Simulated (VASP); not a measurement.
**CoSi2 (AlB2 type): relaxation of cell and atoms with PBE**

CoSi2 (AlB2 type):

```
CELL_PARAMETERS angstrom
3.98348 0.00000 0.00000
-1.99174 3.44980 0.00000
0.00000 0.00000 2.41669
ATOMIC_POSITIONS crystal
Co 0.00000 0.00000 0.00000
Si 0.33333 0.66667 0.50000
Si 0.66667 0.33333 0.50000
```

```json
{
 "Program": "VASP 6.6.1",
 "Task": "relaxation of cell and atoms",
 "Functional": "PBE",
 "Potentials or basis": "VASP PAW PBE potentials, release 64 (Co, Si)",
 "Cutoff": "600 eV",
 "k mesh": "9 × 9 × 7",
 "Occupations": "fermi-dirac, width 0.08 eV",
 "Spin": "no spin polarisation",
 "Target pressure": "24 GPa",
 "Dipole correction": "no",
 "Further INCAR settings": "ALGO = Normal; EDIFF = 1e-07; IBRION = 2; EDIFFG = -0.005; NSW = 32; ISIF = 3"
}
```

The relaxed volume is 11.06 Å³/atom. The relaxed cell is a = 3.982 Å, b = 3.982 Å, c = 2.416 Å, α = 90.00°, β = 90.00°, γ = 120.00°, the space group after relaxing (to 0.05 Å) is P6/mmm (No. 191) and the energy change on relaxing (the enthalpy is what falls) is +1.2 meV/atom. The ionic steps are 3. The pressure after relaxing is 24.0 GPa.

The path:
```csv
step,energy change (eV),largest force (eV/Å),pressure (GPa),volume (Å³)
1,0.0000,0.0000,23.82,33.21
2,0.0090,0.0000,24.30,33.15
3,0.0037,0.0000,24.02,33.19
```

Final structure:
```yaml
crystal:
  lattice:
    - [3.98238, 0.00000, 0.00000]
    - [-1.99119, 3.44884, 0.00000]
    - [0.00000, 0.00000, 2.41621]
  atoms:
    - { symbol: Co, position: [0.00000, 0.00000, 0.00000] }
    - { symbol: Si, position: [0.33333, 0.66667, 0.50000] }
    - { symbol: Si, position: [0.66667, 0.33333, 0.50000] }
```

Levels at points of the mesh, in eV from the Fermi level:
```
           k point  band 4  band 5  band 6  band 7  band 8  band 9  band 10  band 11  band 12
(0.00, 0.00, 0.00)   -4.16   -3.60   -2.05   -2.05   -0.72   -0.72     0.44     0.44     4.11
```

Wall time 18 s on 1 thread of Intel(R) Xeon(R) 6975P-C (Granite Rapids) (shared host), peak memory 0.17 GiB.

Caveat: the k points lie up to 0.37 Å⁻¹ apart in the final cell; the cell is relaxed towards a set pressure, so the enthalpy falls and the energy may rise. Spin polarisation is off, so any magnetic state and its effect on volume and gap are missing.
